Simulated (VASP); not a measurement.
A run of VASP 6.6.1 is set up as follows.

Contents of INCAR:

```
SYSTEM = MnO
  PREC = Accurate
  ENCUT = 600
  EDIFF = 1E-7
  ISMEAR = -1
  SIGMA = 0.05
  LREAL = .FALSE.
  LASPH = .TRUE.
  NELM = 150
  ALGO = Normal
  ISIF = 3
  LWAVE = .FALSE.
  LCHARG = .FALSE.
  ISPIN = 2
  MAGMOM = 4 0
  LORBIT = 11
  LMAXMIX = 4
  GGA = PE
  IVDW = 12
  IBRION = 2
  NSW = 60
  EDIFFG = -0.01
```

File KPOINTS:

```
regular mesh
0
G
  10 10 10
  0 0 0
```

File POSCAR:

```
MnO
1.0
    0.0000000000      2.2239077028      2.2239077028
    2.2239077028      0.0000000000      2.2239077028
    2.2239077028      2.2239077028      0.0000000000
Mn O
1 1
Direct
    0.0000000000      0.0000000000      0.0000000000
    0.5000000000      0.5000000000      0.5000000000
```

Potentials or basis: VASP PAW PBE potentials, release 64 (Mn_pv, O).

Run with:

```console
$ cat potpaw_PBE.64/Mn_pv/POTCAR potpaw_PBE.64/O/POTCAR > POTCAR
$ mpirun -np 1 vasp_std > vasp.out
```

(1) Predict the space group after relaxing (to 0.05 Å).

(2) What does it give for the site moments?

(3) What does it give for the dispersion energy per atom?

Results:

(1) Fm-3m (No. 225).

(2) Mn +4.35; O +0.20 μB.

(3) -0.306 eV.

Caveat: a cell with one magnetic atom can't hold antiferromagnetic order, which such compounds often take.
